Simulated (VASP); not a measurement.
# Ir (P6_3/mmc) in VASP: notebook

The runs below take Ir through single point, with PBE.

All numbers are computed with VASP 6.6.1; they aren't measurements. Logs are shortened: lines on timing, memory, paths and dates and some standing lists are left out, and cuts for length are marked.

### 1 The cell of the first run

Symmetry: P6_3/mmc, No. 194, hexagonal system. The conventional cell has a = 2.720 Å, b = 2.720 Å, c = 4.572 Å, α = 90.00°, β = 90.00°, γ = 120.00°. Within 3.6 Å of Ir (site symmetry -6m2) lie 12 Ir at 2.72 to 2.77 Å.

### 2 Single point, PBE

INCAR reads:

```
  PREC = Accurate
  ENCUT = 520
  EDIFF = 1E-6
  ISMEAR = 0
  SIGMA = 0.15
  LREAL = False
  LASPH = True
  NELM = 60
  ALGO = Normal
  ISIF = 2
  LWAVE = False
  LCHARG = True
  GGA = PE
  LELF = True
  LVHAR = True
  NBANDS = 16
```

KPOINTS reads:

```
regular mesh
0
Gamma
  18 18 10
```

POSCAR reads:

```
Ir
1.0
    2.7203000000      0.0000000000      0.0000000000
   -1.3601500000      2.3558489059      0.0000000000
    0.0000000000      0.0000000000      4.5717000000
Ir
2
Direct
    0.6666666667      0.3333333333      0.7500000000
    0.3333333333      0.6666666667      0.2500000000
```

Potentials or basis: VASP PAW PBE potentials, release 64 (Ir).

Started as:

```console
$ cat potpaw_PBE.64/Ir/POTCAR > POTCAR
$ mpirun -np 1 vasp_std > vasp.out
```

OUTCAR:

```text
PREC = Accurate
   ENCUT = 520
   EDIFF = 1E-6
   ISMEAR = 0
   LREAL = False
   LASPH = True
   NELM = 60
   ISIF = 2
   GGA = PE

 ion  position               nearest neighbor table
   1  0.667  0.333  0.750-   2 2.77   2 2.77   2 2.77   2 2.77   2 2.77   2 2.77
   2  0.333  0.667  0.250-   1 2.77   1 2.77   1 2.77   1 2.77   1 2.77   1 2.77

  LATTYP: Found a hexagonal cell.
 ALAT       =     2.7203000000
 C/A-ratio  =     1.6805867000

  Lattice vectors:

 A1 = (   2.7203000000,   0.0000000000,   0.0000000000)
 A2 = (  -1.3601500000,   2.3558489059,   0.0000000000)
 A3 = (   0.0000000000,   0.0000000000,   4.5717000000)

Analysis of symmetry for initial positions (statically):
=====================================================================
 Subroutine PRICEL returns:
 Original cell was already a primitive cell.

 Routine SETGRP: Setting up the symmetry group for a
 hexagonal supercell.

 Subroutine GETGRP returns: Found 24 space group operations
 (whereof 12 operations were pure point group operations)
 out of a pool of 24 trial point group operations.

The static configuration has the point symmetry D_3d.
 The point group associated with its full space group is D_6h.

Analysis of symmetry for dynamics (positions and initial velocities):
=====================================================================
 Subroutine PRICEL returns:
 Original cell was already a primitive cell.

 Routine SETGRP: Setting up the symmetry group for a
 hexagonal supercell.

 Subroutine GETGRP returns: Found 24 space group operations
 (whereof 12 operations were pure point group operations)
 out of a pool of 24 trial point group operations.

The dynamic configuration has the point symmetry D_3d.
 The point group associated with its full space group is D_6h.

 Subroutine INISYM returns: Found 24 space group operations
 (whereof 12 operations are pure point group operations),
 and found     1 'primitive' translations

----------------------------------------------------------------------------------------

                                     Primitive cell

  volume of cell :      29.2983

  direct lattice vectors                    reciprocal lattice vectors
     2.720300000  0.000000000  0.000000000     0.367606514  0.212237720  0.000000000
    -1.360150000  2.355848906  0.000000000     0.000000000  0.424475440  0.000000000
     0.000000000  0.000000000  4.571700000     0.000000000  0.000000000  0.218737012

  length of vectors
     2.720300000  2.720300000  4.571700000     0.424475440  0.424475440  0.218737012

  position of ions in fractional coordinates (direct lattice)
     0.666666667  0.333333333  0.750000000
     0.333333333  0.666666667  0.250000000

  ion indices of the primitive-cell ions
   primitive index   ion index
                 1           1
                 2           2

----------------------------------------------------------------------------------------

 KPOINTS: regular mesh

Automatic generation of k-mesh.
 Grid dimensions read from file:
 generate k-points for:   18   18   10

 Generating k-lattice:

  Cartesian coordinates                     Fractional coordinates (reciprocal lattice)
     0.020422584  0.011790984  0.000000000     0.055555556  0.000000000  0.000000000
     0.000000000  0.023581969  0.000000000     0.000000000  0.055555556  0.000000000
     0.000000000  0.000000000  0.021873701     0.000000000  0.000000000  0.100000000

  Length of vectors
     0.023581969  0.023581969  0.021873701

  Shift w.r.t. Gamma in fractional coordinates (k-lattice)
     0.000000000  0.000000000  0.000000000

 Subroutine IBZKPT returns following result:
 ===========================================

 Found    222 irreducible k-points:

 Following reciprocal coordinates:
            Coordinates               Weight
  0.000000  0.000000  0.000000      1.000000
  0.055556 -0.000000  0.000000      6.000000
  0.111111 -0.000000  0.000000      6.000000
  0.166667  0.000000  0.000000      6.000000
  0.222222  0.000000  0.000000      6.000000
  0.277778  0.000000  0.000000      6.000000
[... 16 lines left out ...]
  0.333333  0.111111  0.000000     12.000000
  0.388889  0.111111  0.000000     12.000000
 [... further k-points ...]
   k-points           NKPTS =    222   k-points in BZ     NKDIM =    222   number of bands    NBANDS=     16
   number of dos      NEDOS =    301   number of ions     NIONS =      2
   total plane-waves  NPLWV =  14400
   dimension x,y,z NGX =    20 NGY =   20 NGZ =   36
   dimension x,y,z NGXF=    40 NGYF=   40 NGZF=   72
   ions per type =               2
   NGX,Y,Z   is equivalent  to a cutoff of  12.22, 12.22, 13.09 a.u.
   NGXF,Y,Z  is equivalent  to a cutoff of  24.45, 24.45, 26.18 a.u.
 SYSTEM =  unknown system
   PREC   = accura    normal or accurate (medium, high low for compatibility)
   ISTART =      0    job   : 0-new  1-cont  2-samecut
   ICHARG =      2    charge: 1-file 2-atom 10-const
   ISPIN  =      1    spin polarized calculation?
   LNONCOLLINEAR =      F non collinear calculations
   LSORBIT =      F    spin-orbit coupling
   LASPH  =      T    aspherical Exc in radial PAW
   ENCUT  =  520.0 eV  38.22 Ry    6.18 a.u.   5.06  5.06  8.50*2*pi/ulx,y,z
   NELM   =     60;   NELMIN=  2; NELMDL= -5     # of ELM steps
   EDIFF  = 0.1E-05   stopping-criterion for ELM
   LREAL  =      F    real-space projection
   EDIFFG = 0.1E-04   stopping-criterion for IOM
   NSW    =      0    number of steps for IOM
   IBRION =     -1    ionic relax: 0-MD 1-quasi-New 2-CG
   NFREE  =      0    steps in history (QN), initial steepest desc. (CG)
   ISIF   =      2    stress and relaxation
   ISYM   =      2    0-nonsym 1-usesym 2-fastsym
   POTIM  = 0.5000    time-step for ionic-motion
   TEBEG  =    0.0;   TEEND  =   0.0 temperature during run
   PSTRESS=    0.0 pullay stress
   NELECT =      18.0000    total number of electrons
   NUPDOWN=      -1.0000    fix difference up-down
   EMIN   =  10.00;   EMAX   =-10.00  energy-range for DOS
   EFERMI =   0.00;   METHOD = LEGACY
   ISMEAR =     0;   SIGMA  =   0.15  broadening in eV -4-tet -1-fermi 0-gaus
   EFERMI_NEDOS =   21; number of points for ismear=-14 and -15
   IALGO  =     38    algorithm
   IMIX   =      4    mixing-type and parameters
     AMIX     =   0.40;   BMIX     =  1.00
     AMIX_MAG =   1.60;   BMIX_MAG =  1.00
  volume/ion in A,a.u.               =      14.65        98.86
  Fermi-wavevector in a.u.,A,eV,Ry     =   1.391719  2.629968 26.352891  1.936883
  Thomas-Fermi vector in A             =   2.515531
   LORBIT       =      0    0 simple, 1 ext, 2 COOP (PROOUT), +10 PAW based schemes
   GGA     = PE    functional components
   LHFCALC =     F    Hartree Fock is set to
   AEXX    =    0.0000 exact exchange contribution
   IVDW    =     0    specifies the selected vdW correction
   LEPSILON=     F    determine dielectric tensor
   LRPA    =     F    only Hartree local field effects (RPA)
 non-spin polarized calculation
 Gauss-broadening in eV      SIGMA  =   0.15
  energy-cutoff  :      520.00
  volume of cell :       29.30
 maximum number of plane-waves:       804
   NGX = 11   NGY = 11   NGZ = 17

 number of electron      18.0000003 magnetization

 Free energy of the ion-electron system (eV)
  ---------------------------------------------------
  ext. energy  EPLUGINS =         0.00000000
  ---------------------------------------------------
  free energy    TOTEN  =       -17.53775130 eV

  energy without entropy =      -17.51068502  energy(sigma->0) =      -17.52421816

 E-fermi :   9.8816     XC(G=0): -13.7800

 val. band max:        9.8785086436   @ k =   0.3889   0.1667   0.0000
 cond. band min:       9.8848323542   @ k =   0.0556  -0.0000   0.4000
 fundamental gap:      0.0063237106
 Fermi energy:         9.8816053076

 k-point     1 :       0.0000    0.0000    0.0000
  band No.  band energies     occupation
      1      -0.9360      2.00000
      2       2.0005      2.00000
      3       5.8388      2.00000
      4       6.2840      2.00000
      5       6.2840      2.00000
      6       6.8283      2.00000
[... 8 lines left out ...]
     15      25.8250      0.00000
     16      27.2174      0.00000

 k-point     2 :       0.0556   -0.0000    0.0000
  band No.  band energies     occupation
      1      -0.8150      2.00000
      2       2.1133      2.00000
      3       5.7748      2.00000
      4       6.3231      2.00000
      5       6.3854      2.00000
      6       6.7582      2.00000
[... 8 lines left out ...]
     15      26.0020      0.00000
     16      27.4177      0.00000

 k-point     3 :       0.1111   -0.0000    0.0000
  band No.  band energies     occupation
      1      -0.4618      2.00000
      2       2.4307      2.00000
      3       5.5739      2.00000
      4       6.4174      2.00000
      5       6.6408      2.00000
      6       6.6851      2.00000
[... 8 lines left out ...]
     15      26.4793      0.00000
     16      27.8386      0.00000

 k-point     4 :       0.1667    0.0000    0.0000
  band No.  band energies     occupation
      1       0.0923      2.00000
      2       2.8728      2.00000
      3       5.3224      2.00000
      4       6.1466      2.00000
      5       6.2218      2.00000
      6       6.9140      2.00000
[... 8 lines left out ...]
     15      26.9086      0.00000
     16      27.7410      0.00000
[... 324 lines left out ...]
 k-point    22 :       0.2778    0.1111    0.0000
  band No.  band energies     occupation
      1       2.4846      2.00000
      2       3.4804      2.00000
      3       4.0593      2.00000
      4       5.2685      2.00000
      5       6.1264      2.00000
      6       6.2852      2.00000
[... 8 lines left out ...]
     15      22.2735      0.00000
     16      24.9536      0.00000

 k-point    23 :       0.3333    0.1111    0.0000
  band No.  band energies     occupation
      1       2.8811      2.00000
      2       3.2573      2.00000
      3       3.6923      2.00000
      4       5.6983      2.00000
      5       6.0486      2.00000
      6       6.6667      2.00000
[... 8 lines left out ...]
     15      21.0332      0.00000
     16      24.4114      0.00000

 k-point    24 :       0.3889    0.1111    0.0000
  band No.  band energies     occupation
      1       3.0240      2.00000
      2       3.1224      2.00000
      3       3.4675      2.00000
      4       6.0583      2.00000
      5       6.1621      2.00000
      6       6.4155      2.00000
[... 8 lines left out ...]
     15      19.9659      0.00000
     16      22.9963      0.00000

 [... further k-points ...]
[... 5 lines left out ...]
  --------------------------------------------------------------------------------------
  -------------------------------------------------------------------------------------
  Total        0.5458732      0.5458732     -1.6980200      0.0000000      0.0000000      0.0000000
  in kB       29.8511060     29.8511060    -92.8563101      0.0000000      0.0000000      0.0000000
  external PRESSURE =     -11.0513660 kB  Pullay stress =       0.0000000 kB

 VOLUME and BASIS-vectors are now :
 -----------------------------------------------------------------------------
  energy-cutoff  :      520.00
  volume of cell :       29.30
      direct lattice vectors                 reciprocal lattice vectors
     2.720300000  0.000000000  0.000000000     0.367606514  0.212237720  0.000000000
    -1.360150000  2.355848906  0.000000000     0.000000000  0.424475440  0.000000000
     0.000000000  0.000000000  4.571700000     0.000000000  0.000000000  0.218737012

 POSITION                                       TOTAL-FORCE (eV/Angst)
 -----------------------------------------------------------------------------------
      1.36015      0.78528      3.42877        -0.000000      0.000000      0.000000
     -0.00000      1.57057      1.14292         0.000000     -0.000000      0.000000
 -----------------------------------------------------------------------------------
    total drift:                               -0.000000      0.000000     -0.000000

  FREE ENERGIE OF THE ION-ELECTRON SYSTEM (eV)
  ---------------------------------------------------
  free  energy   TOTEN  =       -17.5377513018 eV

  energy  without entropy=      -17.5106850165  energy(sigma->0) =      -17.52421816
```

It took 34 s on 1 thread of Intel Xeon 6975P-C (Granite Rapids), shared host; peak memory 0.21 GiB.

What came out:

```yaml
Free_energy: -17.5378 eV
Pressure: -1.1 GPa
Band_gap_on_the_k_mesh: zero (band 9 reaches 11.01 eV, above the bottom of band 10 at 7.66 eV)
```

Caveat: spin-orbit coupling is left out, which moves the levels of the heavy elements.

(Continued in part 2 of 2.)
